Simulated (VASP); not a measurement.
Wanted: the native input for a VASP 6.6.1 run.

| Item | Value |
| --- | --- |
| Task | relaxation of shape and atoms at fixed volume |
| Functional | PBEsol |
| Potentials or basis | VASP PAW PBE potentials, release 64 (Bi_d, Te) |
| Cutoff | 600 eV |
| k mesh | 12 × 12 × 12 |
| Occupations | gaussian, width 0.1 eV |
| Spin | no spin polarisation |
| Dipole correction | no |
| Further INCAR settings | ALGO = Normal; EDIFF = 1e-06; IBRION = 2; EDIFFG = -0.01; NSW = 50; ISIF = 4 |

The structure of BiTe lies in POSCAR:

```
BiTe
1.0
    2.3681758350      1.3672669558      2.8859608951
   -2.3681758350      1.3672669558      2.8859608951
    0.0000000000     -2.7345339117      2.8859608951
Bi Te
1 1
Direct
    0.5000000000      0.5000000000      0.5000000000
    0.0000000000      0.0000000000      0.0000000000
```

One way to write it, as run:

INCAR

```
PREC     = Accurate       # precision mode
ENCUT    = 600            # plane-wave cutoff, eV
EDIFF    = 1E-6           # SCF threshold, eV
ISMEAR   = 0              # smearing method
SIGMA    = 0.1            # smearing width, eV
LREAL    = F              # projectors in reciprocal space
LASPH    = T              # aspherical terms in the spheres
NELM     = 60             # most SCF steps
ALGO     = Normal         # electronic algorithm
ISIF     = 4              # what is computed and relaxed
LWAVE    = F              # write WAVECAR
LCHARG   = F              # write CHGCAR
GGA      = PS             # functional
IBRION   = 2              # ionic algorithm
NSW      = 50             # ionic steps
EDIFFG   = -0.01          # ionic threshold
```

KPOINTS

```
Automatic mesh
0
Gamma
  12 12 12
```

Potentials or basis: VASP PAW PBE potentials, release 64 (Bi_d, Te).

Run with:

```bash
$ cat potpaw_PBE.64/Bi_d/POTCAR potpaw_PBE.64/Te/POTCAR > POTCAR
$ mpirun -np 1 vasp_std > vasp.out
```

Results of the run:

```json
{
  "Energy gained by relaxing": "2.5 meV/atom",
  "Ionic steps": "3",
  "Pressure after relaxing": "7.0 GPa",
  "Band gap on the k mesh": "zero (an odd number of electrons rules out a gap without spin polarisation)"
}
```

Caveat: the PAW data sets were made with another functional, which shifts forces and pressure a little; spin-orbit coupling is left out, which moves the levels of the heavy elements.

Run time: 5.4 min on 1 thread of Intel Xeon 8259CL, with other jobs on the host, peak memory 0.34 GiB.
